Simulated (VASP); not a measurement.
MgO: single point with PBE

The system is MgO.

```
CELL_PARAMETERS angstrom
1.46886 2.54414 2.67979
-1.46886 -2.54414 2.67979
4.40659 -2.54414 0.00000
ATOMIC_POSITIONS crystal
Mg 0.50000 0.50000 0.00000
Mg 0.25000 0.75000 0.50000
Mg 0.75000 0.25000 0.50000
Mg 0.00000 0.00000 0.00000
O 0.78404 0.71596 0.40141
O 0.50000 0.00000 0.83333
O 0.00000 0.50000 0.83333
O 0.25000 0.25000 0.33333
```

This cell differs from its parent crystal: atom 5 (O) moved +0.400 Å along Cartesian [1 0 0].

| Item | Value |
| --- | --- |
| Program | VASP 6.6.1 |
| Task | single point |
| Functional | PBE |
| Potentials or basis | VASP PAW PBE potentials, release 64 (Mg, O) |
| Cutoff | 520 eV |
| k mesh | 6 × 6 × 6 |
| Occupations | gaussian, width 0.05 eV |
| Spin | no spin polarisation |
| Dipole correction | no |
| Further INCAR settings | ALGO = Normal; EDIFF = 1e-06; NBANDS = 26 |

```yaml
Pressure: 2.6 GPa
Largest_force: 3.756 eV/Å
Band_gap_on_the_k_mesh: 2.71 eV (least direct gap 2.90 eV)
```

Forces in eV/Å, atoms in the order of the input:
```
Mg  -0.233  0.252 -0.241
Mg   1.042  0.309  0.495
Mg   1.042  0.309 -0.495
Mg  -0.233  0.252  0.241
O   -3.593 -1.095  0.000
O    0.755 -0.446  0.000
O    1.365 -0.337  0.000
O   -0.145  0.755  0.000
```

Stress tensor (GPa, compression positive):
```
4.15 0.54 0.00
0.54 1.64 0.00
0.00 0.00 1.92
```

Levels at points of the mesh, in eV from the valence-band top:
| k point | band 13 | band 14 | band 15 | band 16 | band 17 | band 18 | band 19 | band 20 |
| --- | --- | --- | --- | --- | --- | --- | --- | --- |
| (0.00, 0.00, 0.00) | -0.71 | -0.68 | -0.43 | -0.19 | 2.71 | 6.11 | 6.64 | 6.73 |
| (0.50, 0.00, 0.00) | -1.96 | -1.89 | -0.93 | -0.39 | 5.69 | 6.06 | 7.47 | 7.86 |
| (0.50, 0.50, 0.00) | -0.51 | -0.23 | -0.11 | 0.00 | 5.53 | 6.52 | 7.61 | 7.94 |
| (0.00, 0.00, 0.50) | -0.91 | -0.69 | -0.65 | -0.28 | 4.88 | 5.50 | 5.61 | 6.09 |
| (0.50, 0.00, 0.50) | -1.59 | -1.50 | -1.07 | -0.71 | 5.81 | 6.30 | 7.47 | 7.64 |
| (0.50, 0.50, 0.50) | -0.83 | -0.48 | -0.47 | -0.11 | 5.89 | 6.46 | 6.52 | 8.05 |

It took 3.5 min on 1 thread of Intel Xeon 8259CL (shared host), peak memory 0.25 GiB.

Caveat: the cell differs from its parent crystal (atom 5 (O) moved +0.400 Å along Cartesian [1 0 0]); forces of over 1 eV/Å act on the atoms, so gaps and moduli don't describe the material at rest. A k mesh can miss the band edges.
